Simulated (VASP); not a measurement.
# ZnS (F-43m) in VASP: notebook

The runs below take ZnS through single point, relaxation of cell and atoms, with revPBE, PBEsol, BLYP.

All numbers are computed with VASP 6.6.1; they aren't measurements. Logs are shortened: lines on timing, memory, paths and dates and some standing lists are left out, and cuts for length are marked.

**Measured values to compare with.**

“Electronic, vibrational, and thermodynamic properties of ZnS (zincblende and rocksalt structure)”, 2009, arxiv:0911.5022 quotes, for a bulk crystal of ZnS at 19 K: band gap 3.85 eV (direct).

The results are compared with them further down.

## (1) The cell of the first run

The structure is cubic, space group F-43m (No. 216). Conventional cell: a = 5.493 Å, b = 5.493 Å, c = 5.493 Å, α = 90.00°, β = 90.00°, γ = 90.00°. Zn (site symmetry -43m) has 4 S at 2.38 Å within 3.1 Å. S (site symmetry -43m) has 4 Zn at 2.38 Å within 3.1 Å.

## (2) Single point, revPBE

Contents of INCAR:

```
PREC     = Accurate       # precision mode
ENCUT    = 520            # plane-wave cutoff, eV
EDIFF    = 1E-6           # SCF threshold, eV
ISMEAR   = -1             # smearing method
SIGMA    = 0.05           # smearing width, eV
LREAL    = F              # projectors in reciprocal space
LASPH    = T              # aspherical terms in the spheres
NELM     = 60             # most SCF steps
ALGO     = Normal         # electronic algorithm
ISIF     = 2              # what is computed and relaxed
LWAVE    = F              # write WAVECAR
LCHARG   = F              # write CHGCAR
GGA      = RE             # functional
NBANDS   = 16             # bands
```

Contents of KPOINTS:

```
regular mesh
0
Gamma
  9 9 9
```

Contents of POSCAR:

```
ZnS
1.0
    0.0000000000      2.7464994219      2.7464994219
    2.7464994219      0.0000000000      2.7464994219
    2.7464994219      2.7464994219      0.0000000000
Zn S
1 1
Direct
    0.7500000000      0.7500000000      0.7500000000
    0.0000000000      0.0000000000      0.0000000000
```

Potentials or basis: VASP PAW PBE potentials, release 64 (Zn, S).

On the command line:

```sh
$ cat potpaw_PBE.64/Zn/POTCAR potpaw_PBE.64/S/POTCAR > POTCAR
$ mpirun -np 1 vasp_std > vasp.out
```

OUTCAR:

```text
PREC = Accurate
   ENCUT = 520
   EDIFF = 1E-6
   ISMEAR = -1
   LREAL = F
   LASPH = T
   NELM = 60
   ISIF = 2
   GGA = RE

 ion  position               nearest neighbor table
   1  0.750  0.750  0.750-   2 2.38   2 2.38   2 2.38   2 2.38
   2  0.000  0.000  0.000-   1 2.38   1 2.38   1 2.38   1 2.38

  LATTYP: Found a face centered cubic cell.
 ALAT       =     5.4929988438

  Lattice vectors:

 A1 = (   0.0000000000,   2.7464994219,   2.7464994219)
 A2 = (   2.7464994219,   0.0000000000,   2.7464994219)
 A3 = (   2.7464994219,   2.7464994219,   0.0000000000)

Analysis of symmetry for initial positions (statically):
=====================================================================
 Subroutine PRICEL returns:
 Original cell was already a primitive cell.

 Routine SETGRP: Setting up the symmetry group for a
 face centered cubic supercell.

 Subroutine GETGRP returns: Found 24 space group operations
 (whereof 24 operations were pure point group operations)
 out of a pool of 48 trial point group operations.

The static configuration has the point symmetry T_d .

Analysis of symmetry for dynamics (positions and initial velocities):
=====================================================================
 Subroutine PRICEL returns:
 Original cell was already a primitive cell.

 Routine SETGRP: Setting up the symmetry group for a
 face centered cubic supercell.

 Subroutine GETGRP returns: Found 24 space group operations
 (whereof 24 operations were pure point group operations)
 out of a pool of 48 trial point group operations.

The dynamic configuration has the point symmetry T_d .

 Subroutine INISYM returns: Found 24 space group operations
 (whereof 24 operations are pure point group operations),
 and found     1 'primitive' translations

----------------------------------------------------------------------------------------

                                     Primitive cell

  volume of cell :      41.4351

  direct lattice vectors                    reciprocal lattice vectors
     0.000000000  2.746499422  2.746499422    -0.182049920  0.182049920  0.182049920
     2.746499422  0.000000000  2.746499422     0.182049920 -0.182049920  0.182049920
     2.746499422  2.746499422  0.000000000     0.182049920  0.182049920 -0.182049920

  length of vectors
     3.884136732  3.884136732  3.884136732     0.315319711  0.315319711  0.315319711

  position of ions in fractional coordinates (direct lattice)
     0.750000000  0.750000000  0.750000000
     0.000000000  0.000000000  0.000000000

  ion indices of the primitive-cell ions
   primitive index   ion index
                 1           1
                 2           2

----------------------------------------------------------------------------------------

 KPOINTS: regular mesh

Automatic generation of k-mesh.
 Grid dimensions read from file:
 generate k-points for:    9    9    9

 Generating k-lattice:

  Cartesian coordinates                     Fractional coordinates (reciprocal lattice)
    -0.020227769  0.020227769  0.020227769     0.111111111  0.000000000  0.000000000
     0.020227769 -0.020227769  0.020227769     0.000000000  0.111111111  0.000000000
     0.020227769  0.020227769 -0.020227769     0.000000000  0.000000000  0.111111111

  Length of vectors
     0.035035523  0.035035523  0.035035523

  Shift w.r.t. Gamma in fractional coordinates (k-lattice)
     0.000000000  0.000000000  0.000000000

 Subroutine IBZKPT returns following result:
 ===========================================

 Found     35 irreducible k-points:

 Following reciprocal coordinates:
            Coordinates               Weight
  0.000000  0.000000  0.000000      1.000000
  0.111111  0.000000  0.000000      8.000000
  0.222222  0.000000  0.000000      8.000000
  0.333333  0.000000  0.000000      8.000000
  0.444444  0.000000  0.000000      8.000000
  0.111111  0.111111  0.000000      6.000000
[... 16 lines left out ...]
 -0.333333  0.333333  0.000000     12.000000
  0.444444  0.444444  0.000000      6.000000
 [... further k-points ...]
   k-points           NKPTS =     35   k-points in BZ     NKDIM =     35   number of bands    NBANDS=     16
   number of dos      NEDOS =    301   number of ions     NIONS =      2
   total plane-waves  NPLWV =  27000
   dimension x,y,z NGX =    30 NGY =   30 NGZ =   30
   dimension x,y,z NGXF=    60 NGYF=   60 NGZF=   60
   ions per type =               1   1
   NGX,Y,Z   is equivalent  to a cutoff of  12.84, 12.84, 12.84 a.u.
   NGXF,Y,Z  is equivalent  to a cutoff of  25.68, 25.68, 25.68 a.u.
 SYSTEM =  unknown system
   PREC   = accura    normal or accurate (medium, high low for compatibility)
   ISTART =      0    job   : 0-new  1-cont  2-samecut
   ICHARG =      2    charge: 1-file 2-atom 10-const
   ISPIN  =      1    spin polarized calculation?
   LNONCOLLINEAR =      F non collinear calculations
   LSORBIT =      F    spin-orbit coupling
   LASPH  =      T    aspherical Exc in radial PAW
   ENCUT  =  520.0 eV  38.22 Ry    6.18 a.u.   7.22  7.22  7.22*2*pi/ulx,y,z
   NELM   =     60;   NELMIN=  2; NELMDL= -5     # of ELM steps
   EDIFF  = 0.1E-05   stopping-criterion for ELM
   LREAL  =      F    real-space projection
   EDIFFG = 0.1E-04   stopping-criterion for IOM
   NSW    =      0    number of steps for IOM
   IBRION =     -1    ionic relax: 0-MD 1-quasi-New 2-CG
   NFREE  =      0    steps in history (QN), initial steepest desc. (CG)
   ISIF   =      2    stress and relaxation
   ISYM   =      2    0-nonsym 1-usesym 2-fastsym
   POTIM  = 0.5000    time-step for ionic-motion
   TEBEG  =    0.0;   TEEND  =   0.0 temperature during run
   PSTRESS=    0.0 pullay stress
   NELECT =      18.0000    total number of electrons
   NUPDOWN=      -1.0000    fix difference up-down
   EMIN   =  10.00;   EMAX   =-10.00  energy-range for DOS
   EFERMI =   0.00;   METHOD = LEGACY
   ISMEAR =    -1;   SIGMA  =   0.05  broadening in eV -4-tet -1-fermi 0-gaus
   EFERMI_NEDOS =   21; number of points for ismear=-14 and -15
   IALGO  =     38    algorithm
   IMIX   =      4    mixing-type and parameters
     AMIX     =   0.40;   BMIX     =  1.00
     AMIX_MAG =   1.60;   BMIX_MAG =  1.00
  volume/ion in A,a.u.               =      20.72       139.81
  Fermi-wavevector in a.u.,A,eV,Ry     =   1.239870  2.343015 20.915932  1.537278
  Thomas-Fermi vector in A             =   2.374335
   LORBIT       =      0    0 simple, 1 ext, 2 COOP (PROOUT), +10 PAW based schemes
   GGA     = RE    functional components
   LHFCALC =     F    Hartree Fock is set to
   AEXX    =    0.0000 exact exchange contribution
   IVDW    =     0    specifies the selected vdW correction
   LEPSILON=     F    determine dielectric tensor
   LRPA    =     F    only Hartree local field effects (RPA)
 non-spin polarized calculation
  energy-cutoff  :      520.00
  volume of cell :       41.44
 maximum number of plane-waves:      1139
 NGX is ok and might be reduce to    30
   NGX = 15   NGY = 15   NGZ = 15

 number of electron      17.9999996 magnetization

 Free energy of the ion-electron system (eV)
  ---------------------------------------------------
  ext. energy  EPLUGINS =         0.00000000
  ---------------------------------------------------
  free energy    TOTEN  =        -6.28549305 eV

  energy without entropy =       -6.28549305  energy(sigma->0) =       -6.28549305

 E-fermi :   2.7923     XC(G=0):  -9.2322

 val. band max:        1.7477447117   @ k =   0.0000   0.0000   0.0000
 cond. band min:       3.7746553269   @ k =   0.0000   0.0000   0.0000
 fundamental gap:      2.0269106152
 Fermi energy:         2.7922831459

 k-point     1 :       0.0000    0.0000    0.0000
  band No.  band energies     occupation
      1     -11.0508      2.00000
      2      -4.3759      2.00000
      3      -4.3759      2.00000
      4      -4.3759      2.00000
      5      -3.9306      2.00000
      6      -3.9306      2.00000
[... 8 lines left out ...]
     15      13.4342      0.00000
     16      13.5498      0.00000

 k-point     2 :       0.1111    0.0000    0.0000
  band No.  band energies     occupation
      1     -10.9664      2.00000
      2      -4.3718      2.00000
      3      -4.3607      2.00000
      4      -4.3607      2.00000
      5      -3.9318      2.00000
      6      -3.9318      2.00000
[... 8 lines left out ...]
     15      12.9669      0.00000
     16      14.2207      0.00000

 k-point     3 :       0.2222    0.0000    0.0000
  band No.  band energies     occupation
      1     -10.7397      2.00000
      2      -4.3345      2.00000
      3      -4.3249      2.00000
      4      -4.3249      2.00000
      5      -3.9306      2.00000
      6      -3.9306      2.00000
[... 8 lines left out ...]
     15      12.6422      0.00000
     16      14.1589      0.00000

 k-point     4 :       0.3333    0.0000    0.0000
  band No.  band energies     occupation
      1     -10.4545      2.00000
      2      -4.2908      2.00000
      3      -4.2908      2.00000
      4      -4.1939      2.00000
      5      -3.9199      2.00000
      6      -3.9199      2.00000
[... 8 lines left out ...]
     15      13.2813      0.00000
     16      13.6539      0.00000
[... 324 lines left out ...]
 k-point    22 :      -0.4444    0.3333    0.0000
  band No.  band energies     occupation
      1      -9.9815      2.00000
      2      -4.2890      2.00000
      3      -4.1240      2.00000
      4      -4.0438      2.00000
      5      -3.8915      2.00000
      6      -3.6707      2.00000
[... 8 lines left out ...]
     15      14.6582      0.00000
     16      16.6888      0.00000

 k-point    23 :      -0.3333    0.3333    0.0000
  band No.  band energies     occupation
      1     -10.0098      2.00000
      2      -4.2640      2.00000
      3      -4.1584      2.00000
      4      -3.9791      2.00000
      5      -3.9166      2.00000
      6      -3.6696      2.00000
[... 8 lines left out ...]
     15      13.3899      0.00000
     16      17.9782      0.00000

 k-point    24 :       0.4444    0.4444    0.0000
  band No.  band energies     occupation
      1      -9.9795      2.00000
      2      -4.3624      2.00000
      3      -4.0814      2.00000
      4      -4.0814      2.00000
      5      -3.8665      2.00000
      6      -3.7805      2.00000
[... 8 lines left out ...]
     15      15.2561      0.00000
     16      16.5884      0.00000

 [... further k-points ...]

------------------------ aborting loop because EDIFF is reached ----------------------------------------

  FORCE on cell =-STRESS in cart. coord.  units (eV):
  Direction    XX          YY          ZZ          XY          YZ          ZX
  --------------------------------------------------------------------------------------
  -------------------------------------------------------------------------------------
  Total        0.0235019      0.0235019      0.0235019      0.0000000      0.0000000      0.0000000
  in kB        0.9087512      0.9087512      0.9087512      0.0000000      0.0000000      0.0000000
  external PRESSURE =       0.9087512 kB  Pullay stress =       0.0000000 kB

 VOLUME and BASIS-vectors are now :
 -----------------------------------------------------------------------------
  energy-cutoff  :      520.00
  volume of cell :       41.44
      direct lattice vectors                 reciprocal lattice vectors
     0.000000000  2.746499422  2.746499422    -0.182049920  0.182049920  0.182049920
     2.746499422  0.000000000  2.746499422     0.182049920 -0.182049920  0.182049920
     2.746499422  2.746499422  0.000000000     0.182049920  0.182049920 -0.182049920

 POSITION                                       TOTAL-FORCE (eV/Angst)
 -----------------------------------------------------------------------------------
      4.11975      4.11975      4.11975         0.000000      0.000000      0.000000
      0.00000      0.00000      0.00000        -0.000000     -0.000000     -0.000000
 -----------------------------------------------------------------------------------
    total drift:                                0.000000      0.000000     -0.000000

  FREE ENERGIE OF THE ION-ELECTRON SYSTEM (eV)
  ---------------------------------------------------
  free  energy   TOTEN  =        -6.2854930483 eV

  energy  without entropy=       -6.2854930482  energy(sigma->0) =       -6.28549305
```

Run time: 11 s. Hardware: 1 thread of Intel Xeon 6975P-C (Granite Rapids), shared host; peak memory 0.17 GiB.

Results:

```yaml
Free_energy: -6.2855 eV
Pressure: 0.1 GPa
Band_gap_on_the_k_mesh: 2.03 eV, direct
```

Caveat: the PAW data sets were made with another functional, which shifts forces and pressure a little.

## (3) Relaxation of cell and atoms, revPBE

This run uses another cell than the first one, of 19.73 Å³/atom, 0.952 times its volume.

Contents of INCAR:

```
SYSTEM = ZnS
ALGO = Normal
EDIFF = 1E-6
EDIFFG = -0.005
ENCUT = 600
GGA = RE
IBRION = 2
ISIF = 3
ISMEAR = -1
LASPH = .TRUE.
LCHARG = .FALSE.
LREAL = .FALSE.
LWAVE = .FALSE.
NELM = 100
NSW = 80
PREC = Accurate
SIGMA = 0.05
```

Contents of KPOINTS:

```
k-points
0
G
  9 9 9
  0 0 0
```

Contents of POSCAR:

```
ZnS
1.0
    0.0000000000      2.7020000000      2.7020000000
    2.7020000000      0.0000000000      2.7020000000
    2.7020000000      2.7020000000      0.0000000000
Zn S
1 1
Direct
    0.7500000000      0.7500000000      0.7500000000
    0.0000000000      0.0000000000      0.0000000000
```

Potentials or basis: VASP PAW PBE potentials, release 64 (Zn, S).

On the command line:

```sh
$ cat potpaw_PBE.64/Zn/POTCAR potpaw_PBE.64/S/POTCAR > POTCAR
$ mpirun -np 1 vasp_std > vasp.out
```

Run time: 25 s. Hardware: 1 thread of Intel Xeon 6975P-C (Granite Rapids), shared host; peak memory 0.18 GiB.

It converged, with:

```yaml
Free_energy: -6.2849 eV
Relaxed_volume: 20.76 Å³/atom
Relaxed_cell: a = 3.887 Å, b = 3.887 Å, c = 3.887 Å, α = 60.00°, β = 60.00°, γ = 60.00°
Space_group_after_relaxing_to_0.05_Å: F-43m (No. 216)
Energy_gained_by_relaxing: 11.1 meV/atom
Ionic_steps: 5
Pressure_after_relaxing: 0.0 GPa
Band_gap_on_the_k_mesh: 2.02 eV, direct
```

The path:
| step | energy change (eV) | largest force (eV/Å) | pressure (GPa) | volume (Å³) |
| --- | --- | --- | --- | --- |
| 1 | 0.0000 | 0.0000 | 3.62 | 39.45 |
| 2 | -0.0207 | 0.0000 | -0.79 | 42.05 |
| 3 | -0.0222 | 0.0000 | 0.06 | 41.51 |
| 4 | -0.0221 | 0.0000 | -0.04 | 41.55 |
| 5 | -0.0222 | 0.0000 | 0.00 | 41.52 |

Final structure:
```
CELL_PARAMETERS angstrom
0.00000 2.74831 2.74831
2.74831 0.00000 2.74831
2.74831 2.74831 0.00000
ATOMIC_POSITIONS crystal
Zn 0.75000 0.75000 0.75000
S 0.00000 0.00000 0.00000
```

Levels at points of the mesh, in eV from the valence-band top:
| k point | band 5 | band 6 | band 7 | band 8 | band 9 | band 10 | band 11 | band 12 | band 13 |
| --- | --- | --- | --- | --- | --- | --- | --- | --- | --- |
| (0.00, 0.00, 0.00) | -5.67 | -5.67 | 0.00 | 0.00 | 0.00 | 2.02 | 6.47 | 6.47 | 6.47 |

Caveat: the PAW data sets were made with another functional, which shifts forces and pressure a little. revPBE gives volumes clearly too large for solids.

## (4) Relaxation of cell and atoms, PBEsol

This run uses another cell than the first one, of 19.73 Å³/atom, 0.952 times its volume.

Contents of INCAR:

```
SYSTEM = ZnS
PREC = Accurate
ENCUT = 600
EDIFF = 1E-7
ISMEAR = -1
SIGMA = 0.05
LREAL = .False.
LASPH = .True.
NELM = 60
ALGO = Normal
ISIF = 3
LWAVE = .False.
LCHARG = .False.
GGA = PS
IBRION = 2
NSW = 80
EDIFFG = -0.01
```

Contents of KPOINTS:

```
Automatic mesh
0
Gamma
  9 9 9
  0 0 0
```

POSCAR is that of step 3.

On the command line:

```sh
$ cat potpaw_PBE.64/Zn/POTCAR potpaw_PBE.64/S/POTCAR > POTCAR
$ mpirun -np 1 vasp_std > vasp.out
```

Run time: 19 s. Hardware: 1 thread of Intel Xeon 6975P-C (Granite Rapids), shared host; peak memory 0.19 GiB.

The run converged. Its results:

| Property | Result |
| --- | --- |
| Free energy | -7.5892 eV |
| Relaxed volume | 19.26 Å³/atom |
| Relaxed cell | a = 3.791 Å, b = 3.791 Å, c = 3.791 Å, α = 60.00°, β = 60.00°, γ = 60.00° |
| Space group after relaxing (to 0.05 Å) | F-43m (No. 216) |
| Energy gained by relaxing | 2.7 meV/atom |
| Ionic steps | 3 |
| Pressure after relaxing | 0.0 GPa |
| Band gap on the k mesh | 2.08 eV, direct |

Step by step:
| step | energy change (eV) | largest force (eV/Å) | pressure (GPa) | volume (Å³) |
| --- | --- | --- | --- | --- |
| 1 | 0.0000 | 0.0000 | -1.79 | 39.45 |
| 2 | -0.0047 | 0.0000 | 0.64 | 38.21 |
| 3 | -0.0054 | 0.0000 | 0.01 | 38.52 |

Final structure:
```
CELL_PARAMETERS angstrom
0.00000 2.68042 2.68042
2.68042 0.00000 2.68042
2.68042 2.68042 0.00000
ATOMIC_POSITIONS crystal
Zn 0.75000 0.75000 0.75000
S 0.00000 0.00000 0.00000
```

Levels at points of the mesh, in eV from the valence-band top:
```csv
k point,band 6,band 7,band 8,band 9,band 10,band 11,band 12,band 13
"(0.00, 0.00, 0.00)",-5.94,0.00,0.00,0.00,2.08,6.29,6.29,6.29
```

Caveat: the PAW data sets were made with another functional, which shifts forces and pressure a little.

## (5) Single point, BLYP

This run uses another cell than the first one, of 18.54 Å³/atom, 0.895 times its volume.

Contents of INCAR:

```
SYSTEM = ZnS
PREC = Accurate
ENCUT = 520
EDIFF = 1E-7
ISMEAR = -1
SIGMA = 0.05
LREAL = .FALSE.
LASPH = .TRUE.
NELM = 60
ALGO = Normal
ISIF = 2
LWAVE = .FALSE.
LCHARG = .FALSE.
GGA = B5
ALDAX = 1.0
AGGAX = 1.0
AGGAC = 1.0
ALDAC = 0.0
NBANDS = 16
```

Contents of KPOINTS:

```
regular mesh
0
G
  9 9 9
  0 0 0
```

Contents of POSCAR:

```
ZnS
1.0
    0.0000000000      2.6468416657      2.6468416657
    2.6468416657      0.0000000000      2.6468416657
    2.6468416657      2.6468416657      0.0000000000
Zn S
1 1
Direct
    0.7500000000      0.7500000000      0.7500000000
    0.0000000000      0.0000000000      0.0000000000
```

On the command line:

```sh
$ cat potpaw_PBE.64/Zn/POTCAR potpaw_PBE.64/S/POTCAR > POTCAR
$ mpirun -np 1 vasp_std > vasp.out
```

Wall time 18 s (1 thread of AMD EPYC 9R45 (Zen 5), shared host); peak memory 0.13 GiB.

Results (log left out):

```
Free energy            : -5.6566 eV
Pressure               : 11.5 GPa
Band gap on the k mesh : 2.42 eV, direct
```

Levels at points of the mesh, in eV from the valence-band top:
```csv
k point,band 6,band 7,band 8,band 9,band 10,band 11,band 12,band 13
"(0.00, 0.00, 0.00)",-6.14,0.00,0.00,0.00,2.42,6.41,6.41,6.41
```

Caveat: the PAW data sets were made with another functional, which shifts forces and pressure a little.

## (6) The runs side by side

| task | level | cell | cutoff (eV) | gap on the mesh (eV) | pressure (GPa) | relaxed volume (Å³/atom) |
| --- | --- | --- | --- | --- | --- | --- |
| single point | revPBE | a = 3.884 Å, angles 60.0°, 2 atoms | 520 | 2.03 | 0.1 | - |
| relaxation of cell and atoms | revPBE | relaxed from a = 3.821 Å, angles 60.0°, 2 atoms | 600 | 2.02 | 0.0 | 20.76 |
| relaxation of cell and atoms | PBEsol | relaxed from a = 3.821 Å, angles 60.0°, 2 atoms | 600 | 2.08 | 0.0 | 19.26 |
| single point | BLYP | a = 3.743 Å, angles 60.0°, 2 atoms | 520 | 2.42 | 11.5 | - |

Alike in all rows: potentials or basis VASP PAW PBE potentials, release 64 (Zn, S); no spin polarisation; k mesh 9 × 9 × 9; smearing fermi-dirac 0.05 eV.

Caveats: the PAW data sets were made with another functional, which shifts forces and pressure a little.

Absolute energies hang on the potentials; compare differences alone.

## (7) Against experiment

Step 2. Against the measured gap of ZnS, 3.85 eV (direct; 19 K; quoted in “Electronic, vibrational, and thermodynamic properties of ZnS (zincblende and rocksalt structure)”, 2009, arxiv:0911.5022), the calculated 2.03 eV is off by -1.82 eV. The value is that of revPBE, without temperature or zero-point motion. Semilocal functionals fall short of measured gaps as a rule.
